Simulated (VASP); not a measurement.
# Sr2C: single point with PBE-based screened hybrid with 20 % exact exchange

The system is Sr2C.

```
C Sr
1.0
     0.00000    3.36014    3.36014
     3.36014    0.00000    3.36014
     3.36014    3.36014    0.00000
C Sr
1 2
Direct
  0.00000 0.00000 0.00000
  0.25000 0.25000 0.25000
  0.75000 0.75000 0.75000
```

```yaml
Program: VASP 6.6.1
Task: single point
Functional: PBE-based screened hybrid with 20 % exact exchange
Potentials_or_basis: VASP PAW PBE potentials, release 64 (C, Sr_sv)
Cutoff: 520 eV
k_mesh: 4 × 4 × 4
Occupations: fermi-dirac, width 0.02 eV
Spin: no spin polarisation
Dipole_correction: no
Grid_for_exact_exchange_PRECFOCK: Normal
Share_of_exact_exchange: 0.2
Further_INCAR_settings: ALGO = Normal; EDIFF = 1e-07; NBANDS = 19
Screening_parameter: 0.1 1/Å
```

| Property | Result |
| --- | --- |
| Pressure | 0.5 GPa |
| Band gap on the k mesh | 0.46 eV (least direct gap 0.51 eV) |

Levels at points of the mesh, in eV from the valence-band top:
| k point | band 10 | band 11 | band 12 | band 13 | band 14 | band 15 |
| --- | --- | --- | --- | --- | --- | --- |
| (0.00, 0.00, 0.00) | -1.50 | -1.50 | -1.50 | 0.46 | 2.20 | 2.20 |
| (0.50, 0.00, 0.00) | -1.82 | -0.63 | -0.63 | 2.84 | 3.57 | 3.57 |
| (0.50, 0.50, 0.00) | -2.17 | 0.00 | 0.00 | 0.51 | 2.96 | 3.26 |

Run time: 33 min on 1 thread of Intel(R) Xeon(R) Platinum 8259CL CPU @ 2.50GHz (Skylake/Cascade Lake), with other jobs on the host, peak memory 0.33 GiB.

Caveat: the PAW data sets were made with another functional, which shifts forces and pressure a little. A k mesh can miss the band edges.
